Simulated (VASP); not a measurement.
# ZnSe (Stilleite) (F-43m) in VASP: further runs, part 2 of 2

VASP 6.6.1.

### Step 3. Electric field gradients, PBE

The input, INCAR:

```
SYSTEM = ZnSe
PREC = Accurate
ENCUT = 400
EDIFF = 1E-8
ISMEAR = -1
SIGMA = 0.02
LREAL = .FALSE.
LASPH = .TRUE.
NELM = 120
ALGO = Normal
ISIF = 2
LWAVE = .FALSE.
LCHARG = .FALSE.
GGA = PE
LEFG = .TRUE.
NBANDS = 16
GGA_COMPAT = .FALSE.
```

The input, KPOINTS:

```
regular mesh
0
G
  9 9 9
  0 0 0
```

The input, POSCAR:

```
ZnSe
1.0
    0.0000000000      2.8338000000      2.8338000000
    2.8338000000      0.0000000000      2.8338000000
    2.8338000000      2.8338000000      0.0000000000
Zn Se
1 1
Direct
    0.0000000000      0.0000000000      0.0000000000
    0.2500000000      0.2500000000      0.2500000000
```

Potentials or basis: VASP PAW PBE potentials, release 64 (Zn, Se).

The run is started by

```console
> cat potpaw_PBE.64/Zn/POTCAR potpaw_PBE.64/Se/POTCAR > POTCAR
> mpirun -np 1 vasp_std > vasp.out
```

OUTCAR:

```text
SYSTEM = ZnSe
   PREC = Accurate
   ENCUT = 400
   EDIFF = 1E-8
   ISMEAR = -1
   LREAL = .FALSE.
   LASPH = .TRUE.
   NELM = 120
   ISIF = 2
   GGA = PE

 ion  position               nearest neighbor table
   1  0.000  0.000  0.000-   2 2.45   2 2.45   2 2.45   2 2.45
   2  0.250  0.250  0.250-   1 2.45   1 2.45   1 2.45   1 2.45

  LATTYP: Found a face centered cubic cell.
 ALAT       =     5.6676000000

  Lattice vectors:

 A1 = (   0.0000000000,   2.8338000000,   2.8338000000)
 A2 = (   2.8338000000,   0.0000000000,   2.8338000000)
 A3 = (   2.8338000000,   2.8338000000,   0.0000000000)

Analysis of symmetry for initial positions (statically):
=====================================================================
 Subroutine PRICEL returns:
 Original cell was already a primitive cell.

 Routine SETGRP: Setting up the symmetry group for a
 face centered cubic supercell.

 Subroutine GETGRP returns: Found 24 space group operations
 (whereof 24 operations were pure point group operations)
 out of a pool of 48 trial point group operations.

The static configuration has the point symmetry T_d .

Analysis of symmetry for dynamics (positions and initial velocities):
=====================================================================
 Subroutine PRICEL returns:
 Original cell was already a primitive cell.

 Routine SETGRP: Setting up the symmetry group for a
 face centered cubic supercell.

 Subroutine GETGRP returns: Found 24 space group operations
 (whereof 24 operations were pure point group operations)
 out of a pool of 48 trial point group operations.

The dynamic configuration has the point symmetry T_d .

 Subroutine INISYM returns: Found 24 space group operations
 (whereof 24 operations are pure point group operations),
 and found     1 'primitive' translations

----------------------------------------------------------------------------------------

                                     Primitive cell

  volume of cell :      45.5132

  direct lattice vectors                    reciprocal lattice vectors
     0.000000000  2.833800000  2.833800000    -0.176441527  0.176441527  0.176441527
     2.833800000  0.000000000  2.833800000     0.176441527 -0.176441527  0.176441527
     2.833800000  2.833800000  0.000000000     0.176441527  0.176441527 -0.176441527

  length of vectors
     4.007598393  4.007598393  4.007598393     0.305605690  0.305605690  0.305605690

  position of ions in fractional coordinates (direct lattice)
     0.000000000  0.000000000  0.000000000
     0.250000000  0.250000000  0.250000000

  ion indices of the primitive-cell ions
   primitive index   ion index
                 1           1
                 2           2

----------------------------------------------------------------------------------------

 KPOINTS: regular mesh

Automatic generation of k-mesh.
 Grid dimensions read from file:
 generate k-points for:    9    9    9

 Generating k-lattice:

  Cartesian coordinates                     Fractional coordinates (reciprocal lattice)
[... 65 lines left out ...]
   NFREE  =      0    steps in history (QN), initial steepest desc. (CG)
   ISIF   =      2    stress and relaxation
   ISYM   =      2    0-nonsym 1-usesym 2-fastsym
   POTIM  = 0.5000    time-step for ionic-motion
   TEBEG  =    0.0;   TEEND  =   0.0 temperature during run
   PSTRESS=    0.0 pullay stress
   NELECT =      18.0000    total number of electrons
   NUPDOWN=      -1.0000    fix difference up-down
   EMIN   =  10.00;   EMAX   =-10.00  energy-range for DOS
   EFERMI =   0.00;   METHOD = LEGACY
   ISMEAR =    -1;   SIGMA  =   0.02  broadening in eV -4-tet -1-fermi 0-gaus
   EFERMI_NEDOS =   21; number of points for ismear=-14 and -15
   IALGO  =     38    algorithm
   IMIX   =      4    mixing-type and parameters
     AMIX     =   0.40;   BMIX     =  1.00
     AMIX_MAG =   1.60;   BMIX_MAG =  1.00
  volume/ion in A,a.u.               =      22.76       153.57
  Fermi-wavevector in a.u.,A,eV,Ry     =   1.201673  2.270834 19.647073  1.444019
  Thomas-Fermi vector in A             =   2.337476
   LORBIT       =      0    0 simple, 1 ext, 2 COOP (PROOUT), +10 PAW based schemes
   GGA     = PE    functional components
   LHFCALC =     F    Hartree Fock is set to
   AEXX    =    0.0000 exact exchange contribution
   IVDW    =     0    specifies the selected vdW correction
   LEPSILON=     F    determine dielectric tensor
   LRPA    =     F    only Hartree local field effects (RPA)
 non-spin polarized calculation
  energy-cutoff  :      400.00
  volume of cell :       45.51
 maximum number of plane-waves:       869
 NGX is ok and might be reduce to    28
   NGX = 13   NGY = 13   NGZ = 13

 number of electron      18.0000014 magnetization

 Free energy of the ion-electron system (eV)
  ---------------------------------------------------
  ext. energy  EPLUGINS =         0.00000000
  ---------------------------------------------------
  free energy    TOTEN  =        -6.01926094 eV

  energy without entropy =       -6.01926094  energy(sigma->0) =       -6.01926094

 E-fermi :   2.0405     XC(G=0):  -9.3219

 val. band max:        1.6131930118   @ k =   0.0000   0.0000   0.0000
 cond. band min:       2.9026419435   @ k =   0.0000   0.0000   0.0000
 fundamental gap:      1.2894489317
 Fermi energy:         2.0404913977

 k-point     1 :       0.0000    0.0000    0.0000
  band No.  band energies     occupation
      1     -11.6466      2.00000
      2      -4.9298      2.00000
      3      -4.9298      2.00000
      4      -4.9298      2.00000
      5      -4.5596      2.00000
      6      -4.5596      2.00000
[... 433 lines left out ...]
      3      -4.6858      2.00000
      4      -4.6858      2.00000
      5      -4.5121      2.00000
      6      -4.4229      2.00000
[... 8 lines left out ...]
     15      15.3849      0.00000
     16      16.4667      0.00000

 [... further k-points ...]
[... 5 lines left out ...]
  --------------------------------------------------------------------------------------
  -------------------------------------------------------------------------------------
  Total        0.5959877      0.5959877      0.5959877      0.0000000      0.0000000     -0.0000000
  in kB       20.9802322     20.9802322     20.9802322      0.0000000      0.0000000     -0.0000000
  external PRESSURE =      20.9802322 kB  Pullay stress =       0.0000000 kB

 VOLUME and BASIS-vectors are now :
 -----------------------------------------------------------------------------
  energy-cutoff  :      400.00
  volume of cell :       45.51
      direct lattice vectors                 reciprocal lattice vectors
     0.000000000  2.833800000  2.833800000    -0.176441527  0.176441527  0.176441527
     2.833800000  0.000000000  2.833800000     0.176441527 -0.176441527  0.176441527
     2.833800000  2.833800000  0.000000000     0.176441527  0.176441527 -0.176441527

 POSITION                                       TOTAL-FORCE (eV/Angst)
 -----------------------------------------------------------------------------------
      0.00000      0.00000      0.00000        -0.000000     -0.000000     -0.000000
      1.41690      1.41690      1.41690         0.000000      0.000000      0.000000
 -----------------------------------------------------------------------------------
    total drift:                                0.000001      0.000001      0.000001

  FREE ENERGIE OF THE ION-ELECTRON SYSTEM (eV)
  ---------------------------------------------------
  free  energy   TOTEN  =        -6.0192609362 eV

  energy  without entropy=       -6.0192609362  energy(sigma->0) =       -6.01926094

 Electric field gradients (V/A^2)
---------------------------------------------------------------------
 ion       V_xx      V_yy      V_zz      V_xy      V_xz      V_yz
---------------------------------------------------------------------
   1       0.000     0.000     0.000    -0.003    -0.003    -0.003
   2      -0.000    -0.000    -0.000    -0.000    -0.000    -0.000
---------------------------------------------------------------------

 Electric field gradients after diagonalization (V/A^2)
 (convention: |V_zz| > |V_xx| > |V_yy|)
----------------------------------------------------------------------
 ion       V_xx      V_yy      V_zz     asymmetry (V_yy - V_xx)/ V_zz
----------------------------------------------------------------------
   1       0.003     0.003    -0.007       0.000
   2       0.000     0.000    -0.000       0.000
----------------------------------------------------------------------

           NMR quadrupolar parameters

 Cq : quadrupolar parameter    Cq=e*Q*V_zz/h
 eta: asymmetry parameters     (V_yy - V_xx)/ V_zz
 Q  : nuclear electric quadrupole moment in mb (millibarn)
----------------------------------------------------------------------
 ion       Cq(MHz)       eta       Q (mb)
----------------------------------------------------------------------
   1      -0.000       0.000       1.000
   2      -0.000       0.000       1.000
----------------------------------------------------------------------
```

OSZICAR:

```text
N       E                     dE             d eps       ncg     rms          rms(c)
DAV:   1     0.774936535939E+02    0.77494E+02   -0.75801E+03  1120   0.107E+03
DAV:   2    -0.187234347299E+01   -0.79366E+02   -0.74942E+02  1328   0.222E+02
DAV:   3    -0.627571638443E+01   -0.44034E+01   -0.43935E+01  1328   0.545E+01
DAV:   4    -0.630706642145E+01   -0.31350E-01   -0.31348E-01  1456   0.507E+00
DAV:   5    -0.630721531531E+01   -0.14889E-03   -0.14889E-03  1336   0.303E-01    0.476E+00
DAV:   6    -0.603821300913E+01    0.26900E+00   -0.52804E-01  1616   0.237E+01    0.363E+00
DAV:   7    -0.601912771990E+01    0.19085E-01   -0.15417E-01  1288   0.347E+00    0.155E+00
DAV:   8    -0.601893041350E+01    0.19731E-03   -0.43740E-03  1496   0.663E-01    0.452E-01
DAV:   9    -0.601915902141E+01   -0.22861E-03   -0.10906E-03  1336   0.247E-01    0.663E-02
DAV:  10    -0.601926431037E+01   -0.10529E-03   -0.18192E-04  1408   0.975E-02    0.215E-02
DAV:  11    -0.601925966057E+01    0.46498E-05   -0.34374E-05  1256   0.450E-02    0.475E-03
DAV:  12    -0.601926077613E+01   -0.11156E-05   -0.42863E-06  1480   0.120E-02    0.276E-03
DAV:  13    -0.601926092626E+01   -0.15014E-06   -0.50645E-07  1368   0.537E-03    0.966E-04
DAV:  14    -0.601926093622E+01   -0.99510E-08   -0.42840E-08  1520   0.235E-03
   1 F= -.60192609E+01 E0= -.60192609E+01  d E =-.197092E-11
```

stdout:

```text
POSCAR found type information on POSCAR ZnSe
 POSCAR found :  2 types and       2 ions
 scaLAPACK will be used
 LDA part: xc-table for (Slater+PW92), standard interpolation
 POSCAR, INCAR and KPOINTS ok, starting setup
 FFT: planning ... GRIDC
 FFT: planning ... GRID_SOFT
 FFT: planning ... GRID
 WAVECAR not read
 entering main loop
ion   1

ion   2
```

Wall time 10 s (1 thread of Intel Xeon 6975P-C (Granite Rapids), shared host); peak memory 0.16 GiB.

What came out:

| Item | Value |
| --- | --- |
| Free energy | -6.0193 eV |
| Pressure | 2.1 GPa |
| Band gap on the k mesh | 1.29 eV, direct |

Levels at points of the mesh, in eV from the valence-band top:
| k point | band 5 | band 6 | band 7 | band 8 | band 9 | band 10 | band 11 | band 12 | band 13 | band 14 |
| --- | --- | --- | --- | --- | --- | --- | --- | --- | --- | --- |
| (0.00, 0.00, 0.00) | -6.17 | -6.17 | 0.00 | 0.00 | 0.00 | 1.29 | 5.80 | 5.80 | 5.80 | 9.93 |

Caveat: without QUAD_EFG the Cq values of the log hold for a quadrupole moment of 1 mb, not for the nuclei.
